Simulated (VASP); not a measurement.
# SiW3 (Im-3m) in VASP: further runs

Runs on SiW3. Level: PBE. Tasks: single point.

Program: VASP 6.6.1. These are calculated values, not measurements. Logs are shortened: lines on timing, memory, paths and dates and some standing lists are left out, and cuts for length are marked.

**1. The cell of the first run**

It takes space group Im-3m (No. 229, cubic). Conventional cell: a = 5.212 Å, b = 5.212 Å, c = 5.212 Å, α = 90.00°, β = 90.00°, γ = 90.00°. Within 3.4 Å of Si (site symmetry m-3m) lie 6 W at 2.61 Å. Within 3.4 Å of W (site symmetry 4/mmm) lie 2 Si at 2.61 Å and 4 W at 2.61 Å.

**2. Single point, PBE**

INCAR reads:

```
PREC = Accurate
ENCUT = 520
EDIFF = 1E-6
ISMEAR = 1
SIGMA = 0.1
LREAL = F
LASPH = T
NELM = 80
ALGO = Normal
ISIF = 2
LWAVE = F
LCHARG = F
GGA = PE
NBANDS = 31
```

KPOINTS reads:

```
regular mesh
0
Gamma
  6 6 6
```

POSCAR reads:

```
SiW3
1.0
   -2.6061750000      2.6061750000      2.6061750000
    2.6061750000     -2.6061750000      2.6061750000
    2.6061750000      2.6061750000     -2.6061750000
Si W
1 3
Direct
    0.0000000000      0.0000000000      0.0000000000
    0.5000000000      0.5000000000      0.0000000000
    0.5000000000      0.0000000000      0.5000000000
    0.0000000000      0.5000000000      0.5000000000
```

Potentials or basis: VASP PAW PBE potentials, release 64 (Si, W_sv).

The run is started by

```bash
cat potpaw_PBE.64/Si/POTCAR potpaw_PBE.64/W_sv/POTCAR > POTCAR
mpirun -np 1 vasp_std > vasp.out
```

OUTCAR:

```text
PREC = Accurate
   ENCUT = 520
   EDIFF = 1E-6
   ISMEAR = 1
   LREAL = F
   LASPH = T
   NELM = 80
   ISIF = 2
   GGA = PE

 ion  position               nearest neighbor table
   1  0.000  0.000  0.000-   2 2.61   3 2.61   4 2.61   4 2.61   3 2.61   2 2.61
   2  0.500  0.500  0.000-   1 2.61   3 2.61   4 2.61   3 2.61   4 2.61   1 2.61
   3  0.500  0.000  0.500-   1 2.61   2 2.61   4 2.61   2 2.61   1 2.61   4 2.61
   4  0.000  0.500  0.500-   1 2.61   2 2.61   3 2.61   1 2.61   2 2.61   3 2.61

  LATTYP: Found a body centered cubic cell.
 ALAT       =     5.2123500000

  Lattice vectors:

 A1 = (  -2.6061750000,   2.6061750000,   2.6061750000)
 A2 = (   2.6061750000,  -2.6061750000,   2.6061750000)
 A3 = (   2.6061750000,   2.6061750000,  -2.6061750000)

Analysis of symmetry for initial positions (statically):
=====================================================================
 Subroutine PRICEL returns:
 Original cell was already a primitive cell.

 Routine SETGRP: Setting up the symmetry group for a
 body centered cubic supercell.

 Subroutine GETGRP returns: Found 48 space group operations
 (whereof 48 operations were pure point group operations)
 out of a pool of 48 trial point group operations.

The static configuration has the point symmetry O_h .

Analysis of symmetry for dynamics (positions and initial velocities):
=====================================================================
 Subroutine PRICEL returns:
 Original cell was already a primitive cell.

 Routine SETGRP: Setting up the symmetry group for a
 body centered cubic supercell.

 Subroutine GETGRP returns: Found 48 space group operations
 (whereof 48 operations were pure point group operations)
 out of a pool of 48 trial point group operations.

The dynamic configuration has the point symmetry O_h .

 Subroutine INISYM returns: Found 48 space group operations
 (whereof 48 operations are pure point group operations),
 and found     1 'primitive' translations

----------------------------------------------------------------------------------------

                                     Primitive cell

  volume of cell :      70.8061

[... 77 lines left out ...]
   ISPIN  =      1    spin polarized calculation?
   LNONCOLLINEAR =      F non collinear calculations
   LSORBIT =      F    spin-orbit coupling
   LASPH  =      T    aspherical Exc in radial PAW
   ENCUT  =  520.0 eV  38.22 Ry    6.18 a.u.   8.39  8.39  8.39*2*pi/ulx,y,z
   NELM   =     80;   NELMIN=  2; NELMDL= -5     # of ELM steps
   EDIFF  = 0.1E-05   stopping-criterion for ELM
   LREAL  =      F    real-space projection
   EDIFFG = 0.1E-04   stopping-criterion for IOM
   NSW    =      0    number of steps for IOM
   IBRION =     -1    ionic relax: 0-MD 1-quasi-New 2-CG
   NFREE  =      0    steps in history (QN), initial steepest desc. (CG)
   ISIF   =      2    stress and relaxation
   ISYM   =      2    0-nonsym 1-usesym 2-fastsym
   POTIM  = 0.5000    time-step for ionic-motion
   TEBEG  =    0.0;   TEEND  =   0.0 temperature during run
   PSTRESS=    0.0 pullay stress
   NELECT =      46.0000    total number of electrons
   NUPDOWN=      -1.0000    fix difference up-down
   EMIN   =  10.00;   EMAX   =-10.00  energy-range for DOS
   EFERMI =   0.00;   METHOD = LEGACY
   ISMEAR =     1;   SIGMA  =   0.10  broadening in eV -4-tet -1-fermi 0-gaus
   EFERMI_NEDOS =   21; number of points for ismear=-14 and -15
   IALGO  =     38    algorithm
   IMIX   =      4    mixing-type and parameters
     AMIX     =   0.40;   BMIX     =  1.00
     AMIX_MAG =   1.60;   BMIX_MAG =  1.00
  volume/ion in A,a.u.               =      17.70       119.46
  Fermi-wavevector in a.u.,A,eV,Ry     =   1.417873  2.679391 27.352644  2.010363
  Thomas-Fermi vector in A             =   2.539057
   LORBIT       =      0    0 simple, 1 ext, 2 COOP (PROOUT), +10 PAW based schemes
   GGA     = PE    functional components
   LHFCALC =     F    Hartree Fock is set to
   AEXX    =    0.0000 exact exchange contribution
   IVDW    =     0    specifies the selected vdW correction
   LEPSILON=     F    determine dielectric tensor
   LRPA    =     F    only Hartree local field effects (RPA)
 non-spin polarized calculation
 Methfessel and Paxton  Order N= 1 SIGMA  =   0.10
  energy-cutoff  :      520.00
  volume of cell :       70.81
 maximum number of plane-waves:      1926
 NGX is ok and might be reduce to    36
   NGX = 17   NGY = 17   NGZ = 17

 number of electron      46.0000005 magnetization

 Free energy of the ion-electron system (eV)
  ---------------------------------------------------
  ext. energy  EPLUGINS =         0.00000000
  ---------------------------------------------------
  free energy    TOTEN  =       -38.88456817 eV

  energy without entropy =      -38.88523926  energy(sigma->0) =      -38.88479187

 E-fermi :   9.0317     XC(G=0): -12.2522

 val. band max:        8.9706321401   @ k =   0.5000   0.5000   0.1667
 cond. band min:       9.0358547167   @ k =  -0.3333   0.3333   0.3333
 fundamental gap:      0.0652225766
 Fermi energy:         9.0316514572

 k-point     1 :       0.0000    0.0000    0.0000
  band No.  band energies     occupation
      1     -64.9396      2.00000
      2     -64.7774      2.00000
      3     -64.7774      2.00000
      4     -29.6818      2.00000
      5     -29.6818      2.00000
      6     -29.6818      2.00000
[... 533 lines left out ...]
     30      12.6209      0.00000
     31      14.9117      0.00000

------------------------ aborting loop because EDIFF is reached ----------------------------------------

  FORCE on cell =-STRESS in cart. coord.  units (eV):
  Direction    XX          YY          ZZ          XY          YZ          ZX
  --------------------------------------------------------------------------------------
  -------------------------------------------------------------------------------------
  Total        0.2343573      0.2343573      0.2343573      0.0000000      0.0000000      0.0000000
  in kB        5.3029609      5.3029609      5.3029609      0.0000000      0.0000000      0.0000000
  external PRESSURE =       5.3029609 kB  Pullay stress =       0.0000000 kB

 VOLUME and BASIS-vectors are now :
 -----------------------------------------------------------------------------
  energy-cutoff  :      520.00
  volume of cell :       70.81
      direct lattice vectors                 reciprocal lattice vectors
    -2.606175000  2.606175000  2.606175000     0.000000000  0.191852044  0.191852044
     2.606175000 -2.606175000  2.606175000     0.191852044  0.000000000  0.191852044
     2.606175000  2.606175000 -2.606175000     0.191852044  0.191852044  0.000000000

 POSITION                                       TOTAL-FORCE (eV/Angst)
 -----------------------------------------------------------------------------------
      0.00000      0.00000      0.00000        -0.000000     -0.000000     -0.000000
      0.00000      0.00000      2.60617        -0.000000      0.000000      0.000000
      0.00000      2.60617      0.00000        -0.000000      0.000000     -0.000000
      2.60617      0.00000      0.00000         0.000000     -0.000000      0.000000
 -----------------------------------------------------------------------------------
    total drift:                                0.000000      0.000000     -0.000000

  FREE ENERGIE OF THE ION-ELECTRON SYSTEM (eV)
  ---------------------------------------------------
  free  energy   TOTEN  =       -38.8845681726 eV

  energy  without entropy=      -38.8852392636  energy(sigma->0) =      -38.88479187
```

Wall time 13 s (1 thread of Intel Xeon 6975P-C (Granite Rapids), shared host); peak memory 0.21 GiB.

What came out:

```yaml
Free_energy: -38.8846 eV
Pressure: 0.5 GPa
Band_gap_on_the_k_mesh: zero (band 23 reaches 10.21 eV, above the bottom of band 24 at 8.72 eV)
```

Levels at points of the mesh, in eV from the Fermi level:
```csv
k point,band 20,band 21,band 22,band 23,band 24,band 25
"(0.00, 0.00, 0.00)",-0.35,-0.35,-0.35,0.43,0.43,1.96
"(0.50, 0.00, 0.00)",-1.66,-1.01,-0.43,-0.35,-0.31,-0.16
"(0.50, 0.50, 0.50)",-2.73,-2.73,-2.73,0.01,0.01,1.17
```

Caveat: spin-orbit coupling is left out, which moves the levels of the heavy elements.

**3. Single point, PBE**

INCAR reads:

```
SYSTEM = SiW3
PREC = Accurate ; ENCUT = 520
EDIFF = 1E-7 ; ISMEAR = 1
SIGMA = 0.1 ; LREAL = .False.
LASPH = .True. ; NELM = 80
ALGO = Normal ; ISIF = 2
LWAVE = .False. ; LCHARG = .False.
GGA = PE ; NBANDS = 31
```

KPOINTS reads:

```
Automatic mesh
0
Gamma
  6 6 6
  0 0 0
```

POSCAR is that of step 2.

Potentials or basis: VASP PAW PBE potentials, release 64 (Si, W_sv).

The run is started by

```bash
cat potpaw_PBE.64/Si/POTCAR potpaw_PBE.64/W_sv/POTCAR > POTCAR
mpirun -np 1 vasp_std > vasp.out
```

OUTCAR:

```text
SYSTEM = SiW3
   PREC = Accurate
   ENCUT = 520
   EDIFF = 1E-7
   ISMEAR = 1
   LREAL = .False.
   LASPH = .True.
   NELM = 80
   ISIF = 2
   GGA = PE

 ion  position               nearest neighbor table
   1  0.000  0.000  0.000-   2 2.61   3 2.61   4 2.61   4 2.61   3 2.61   2 2.61
   2  0.500  0.500  0.000-   1 2.61   3 2.61   4 2.61   3 2.61   4 2.61   1 2.61
   3  0.500  0.000  0.500-   1 2.61   2 2.61   4 2.61   2 2.61   1 2.61   4 2.61
   4  0.000  0.500  0.500-   1 2.61   2 2.61   3 2.61   1 2.61   2 2.61   3 2.61

  LATTYP: Found a body centered cubic cell.
 ALAT       =     5.2123500000

  Lattice vectors:

 A1 = (  -2.6061750000,   2.6061750000,   2.6061750000)
 A2 = (   2.6061750000,  -2.6061750000,   2.6061750000)
 A3 = (   2.6061750000,   2.6061750000,  -2.6061750000)

Analysis of symmetry for initial positions (statically):
=====================================================================
 Subroutine PRICEL returns:
 Original cell was already a primitive cell.

 Routine SETGRP: Setting up the symmetry group for a
 body centered cubic supercell.

 Subroutine GETGRP returns: Found 48 space group operations
 (whereof 48 operations were pure point group operations)
 out of a pool of 48 trial point group operations.

The static configuration has the point symmetry O_h .

Analysis of symmetry for dynamics (positions and initial velocities):
=====================================================================
 Subroutine PRICEL returns:
 Original cell was already a primitive cell.

 Routine SETGRP: Setting up the symmetry group for a
 body centered cubic supercell.

 Subroutine GETGRP returns: Found 48 space group operations
 (whereof 48 operations were pure point group operations)
 out of a pool of 48 trial point group operations.

The dynamic configuration has the point symmetry O_h .

 Subroutine INISYM returns: Found 48 space group operations
 (whereof 48 operations are pure point group operations),
[... 110 lines left out ...]
     AMIX     =   0.40;   BMIX     =  1.00
     AMIX_MAG =   1.60;   BMIX_MAG =  1.00
  volume/ion in A,a.u.               =      17.70       119.46
  Fermi-wavevector in a.u.,A,eV,Ry     =   1.417873  2.679391 27.352644  2.010363
  Thomas-Fermi vector in A             =   2.539057
   LORBIT       =      0    0 simple, 1 ext, 2 COOP (PROOUT), +10 PAW based schemes
   GGA     = PE    functional components
   LHFCALC =     F    Hartree Fock is set to
   AEXX    =    0.0000 exact exchange contribution
   IVDW    =     0    specifies the selected vdW correction
   LEPSILON=     F    determine dielectric tensor
   LRPA    =     F    only Hartree local field effects (RPA)
 non-spin polarized calculation
 Methfessel and Paxton  Order N= 1 SIGMA  =   0.10
  energy-cutoff  :      520.00
  volume of cell :       70.81
 maximum number of plane-waves:      1926
 NGX is ok and might be reduce to    36
   NGX = 17   NGY = 17   NGZ = 17

 number of electron      46.0000005 magnetization

 Free energy of the ion-electron system (eV)
  ---------------------------------------------------
  ext. energy  EPLUGINS =         0.00000000
  ---------------------------------------------------
  free energy    TOTEN  =       -38.88456791 eV

  energy without entropy =      -38.88523754  energy(sigma->0) =      -38.88479112

 E-fermi :   9.0316     XC(G=0): -12.2522

 val. band max:        8.9706151705   @ k =   0.5000   0.5000   0.1667
 cond. band min:       9.0358631134   @ k =  -0.3333   0.3333   0.3333
 fundamental gap:      0.0652479429
 Fermi energy:         9.0316266440

 k-point     1 :       0.0000    0.0000    0.0000
  band No.  band energies     occupation
      1     -64.9397      2.00000
      2     -64.7774      2.00000
      3     -64.7774      2.00000
      4     -29.6819      2.00000
      5     -29.6819      2.00000
      6     -29.6819      2.00000
[... 533 lines left out ...]
     30      12.6209      0.00000
     31      14.9117      0.00000

------------------------ aborting loop because EDIFF is reached ----------------------------------------

  FORCE on cell =-STRESS in cart. coord.  units (eV):
  Direction    XX          YY          ZZ          XY          YZ          ZX
  --------------------------------------------------------------------------------------
  -------------------------------------------------------------------------------------
  Total        0.2344345      0.2344345      0.2344345      0.0000000      0.0000000     -0.0000000
  in kB        5.3047080      5.3047080      5.3047080      0.0000000      0.0000000     -0.0000000
  external PRESSURE =       5.3047080 kB  Pullay stress =       0.0000000 kB

 VOLUME and BASIS-vectors are now :
 -----------------------------------------------------------------------------
  energy-cutoff  :      520.00
  volume of cell :       70.81
      direct lattice vectors                 reciprocal lattice vectors
    -2.606175000  2.606175000  2.606175000     0.000000000  0.191852044  0.191852044
     2.606175000 -2.606175000  2.606175000     0.191852044  0.000000000  0.191852044
     2.606175000  2.606175000 -2.606175000     0.191852044  0.191852044  0.000000000

 POSITION                                       TOTAL-FORCE (eV/Angst)
 -----------------------------------------------------------------------------------
      0.00000      0.00000      0.00000        -0.000000      0.000000     -0.000000
      0.00000      0.00000      2.60617        -0.000000      0.000000     -0.000000
      0.00000      2.60617      0.00000         0.000000     -0.000000      0.000000
      2.60617      0.00000      0.00000        -0.000000      0.000000      0.000000
 -----------------------------------------------------------------------------------
    total drift:                                0.000000      0.000000     -0.000000

  FREE ENERGIE OF THE ION-ELECTRON SYSTEM (eV)
  ---------------------------------------------------
  free  energy   TOTEN  =       -38.8845679052 eV

  energy  without entropy=      -38.8852375447  energy(sigma->0) =      -38.88479112
```

OSZICAR:

```text
N       E                     dE             d eps       ncg     rms          rms(c)
DAV:   1     0.533083203000E+03    0.53308E+03   -0.26940E+04   992   0.162E+03
DAV:   2    -0.164452498596E+02   -0.54953E+03   -0.53254E+03  1076   0.503E+02
DAV:   3    -0.402291810734E+02   -0.23784E+02   -0.22584E+02  1212   0.102E+02
DAV:   4    -0.407129141316E+02   -0.48373E+00   -0.48098E+00  1111   0.147E+01
DAV:   5    -0.407223417723E+02   -0.94276E-02   -0.94212E-02  1193   0.211E+00    0.299E+01
DAV:   6    -0.390824260433E+02    0.16399E+01   -0.45926E+00  1176   0.128E+01    0.111E+01
DAV:   7    -0.389017787110E+02    0.18065E+00   -0.49588E-01  1167   0.447E+00    0.261E+00
DAV:   8    -0.388857450146E+02    0.16034E-01   -0.29148E-02  1175   0.987E-01    0.483E-01
DAV:   9    -0.388845443137E+02    0.12007E-02   -0.26448E-03  1140   0.345E-01    0.137E-01
DAV:  10    -0.388845694395E+02   -0.25126E-04   -0.29874E-04  1195   0.123E-01    0.652E-02
DAV:  11    -0.388845678976E+02    0.15418E-05   -0.29558E-05  1090   0.399E-02    0.594E-03
DAV:  12    -0.388845681813E+02   -0.28362E-06   -0.11224E-06  1088   0.672E-03    0.183E-03
DAV:  13    -0.388845678316E+02    0.34962E-06   -0.14687E-07   783   0.213E-03    0.894E-04
DAV:  14    -0.388845679052E+02   -0.73597E-07   -0.11903E-08   573   0.695E-04
   1 F= -.38884568E+02 E0= -.38884791E+02  d E =0.669639E-03
```

Run time: 14 s. Hardware: 1 thread of Intel Xeon 6975P-C (Granite Rapids), shared host; peak memory 0.21 GiB.

Results:

```yaml
Free_energy: -38.8846 eV
Pressure: 0.5 GPa
Band_gap_on_the_k_mesh: zero (band 23 reaches 10.21 eV, above the bottom of band 24 at 8.72 eV)
```

Caveat: spin-orbit coupling is left out, which moves the levels of the heavy elements.
